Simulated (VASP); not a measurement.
A run of VASP 6.6.1 is set up as follows.

File INCAR:

```
SYSTEM = BaS
  ALGO = Normal
  EDIFF = 1E-7
  ENCUT = 520
  GGA = PE
  ISIF = 2
  ISMEAR = 0
  LASPH = .True.
  LCHARG = .True.
  LELF = .True.
  LREAL = .False.
  LVHAR = .True.
  LWAVE = .False.
  NBANDS = 15
  NELM = 100
  PREC = Accurate
  SIGMA = 0.02
```

File KPOINTS:

```
k-points
0
Gamma
  8 8 8
  0 0 0
```

Contents of POSCAR:

```
BaS
1.0
    3.8420591184      0.0000000000      0.0000000000
    0.0000000000      3.8420591184      0.0000000000
    0.0000000000      0.0000000000      3.8420591184
Ba S
1 1
Direct
    0.0000000000      0.0000000000      0.0000000000
    0.5000000000      0.5000000000      0.5000000000
```

Potentials or basis: VASP PAW PBE potentials, release 64 (Ba_sv, S).

Command:

```sh
$ cat potpaw_PBE.64/Ba_sv/POTCAR potpaw_PBE.64/S/POTCAR > POTCAR
$ mpirun -np 1 vasp_std > vasp.out
```

Problem. Estimate the pressure.

Solution. 0.9 GPa.

Problem. Estimate the band gap on the k mesh.

Solution. 1.45 eV, indirect (least direct gap 1.56 eV).

Caveat: spin-orbit coupling is left out, which moves the levels of the heavy elements. A k mesh can miss the band edges.
